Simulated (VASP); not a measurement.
ZnO (zincite): single point with PBE+D3(BJ)

**What was measured.**

From “Electronic structure of alkaline earth and post-transition metal oxides”, 2009, arxiv:0908.1581, for a bulk crystal of ZnO: band gap 3.37 eV.

The system is ZnO (zincite).

```
Zn O
1.0
     3.25485    0.00000    0.00000
    -1.62743    2.81879    0.00000
     0.00000    0.00000    5.25613
Zn O
2 2
Direct
  0.33333 0.66667 0.50007
  0.66667 0.33333 0.00007
  0.66667 0.33333 0.37894
  0.33333 0.66667 0.87894
```

| Quantity | Value |
| --- | --- |
| Program | VASP 6.6.1 |
| Task | single point |
| Functional | PBE |
| Dispersion | D3(BJ) |
| Potentials or basis | VASP PAW PBE potentials, release 64 (Zn, O_h) |
| Cutoff | 910 eV |
| k mesh | 9 × 9 × 6 |
| Occupations | gaussian, width 0.02 eV |
| Spin | no spin polarisation |

```yaml
Pressure: 0.7 GPa
Band_gap_on_the_k_mesh: 0.76 eV, direct
Dispersion_energy_per_atom: -0.221 eV
```

Levels at points of the mesh, in eV from the valence-band top:
```csv
k point,band 16,band 17,band 18,band 19,band 20,band 21
"(0.00, 0.00, 0.00)",-0.09,0.00,0.00,0.76,5.18,8.14
"(0.00, 0.00, 0.50)",-0.38,-0.38,-0.38,3.41,3.41,10.00
```

It took 98 s on 1 thread of Intel(R) Xeon(R) Platinum 8259CL CPU @ 2.50GHz (Skylake/Cascade Lake), with other jobs on the host, peak memory 0.3 GiB.

A measured gap of ZnO is 3.37 eV (quoted in “Electronic structure of alkaline earth and post-transition metal oxides”, 2009, arxiv:0908.1581); the calculated 0.76 eV misses it by -2.61 eV. So large a miss can be the level of theory's own, or it may mean another phase, state or a wrong row. The value is that of PBE+D3(BJ), without temperature or zero-point motion. Semilocal functionals fall short of measured gaps as a rule.

Caveat: the cutoff is under 1.25 times the usual one of these potentials, so pressure, stress and relaxed cells hold a basis-set (Pulay) error.
